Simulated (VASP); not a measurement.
Runs of VASP 6.6.1 on ZrF. The structure is that of space group Pm-3m (No. 221), or close to it. The cells are those of the table. The cell was built from a structure type or drawn by symmetry, and may not be a known phase.

```csv
task,cell,k mesh,cutoff (eV),gap on the mesh (eV),pressure (GPa),relaxed volume (Å³/atom)
relaxation of cell and atoms,"relaxed from a = 3.115 Å, 2 atoms",18 × 18 × 18,600,none,0.0,15.23
single point,"a = 3.124 Å, 2 atoms",18 × 18 × 18,520,none,-0.1,-
single point,"a = 3.115 Å, 2 atoms",6 × 6 × 6,520,none,-0.1,-
single point,"a = 3.293 Å, 2 atoms",6 × 6 × 6,520,none,-10.3,-
relaxation of cell and atoms,"relaxed from a = 3.293 Å, 2 atoms",6 × 6 × 6,600,none,0.2,(a)
```

Alike in all rows: level PBE; potentials or basis VASP PAW PBE potentials, release 64 (Zr_sv, F); no spin polarisation; smearing gaussian 0.1 eV.

Problem. Fill in the values left out.

Solution. (a) 15.05.

Caveats: an odd number of electrons without spin polarisation forces a metal; a magnetic or distorted state may lie lower; the cell stands under tension (at least some runs); the volume moved by over 15 % at a fixed basis, so the end points are rough (at least some runs).

A k mesh can miss the band edges, and the runs leave out spin-orbit coupling on Zr.

A gap of «none» marks levels without a gap at the run's occupations.
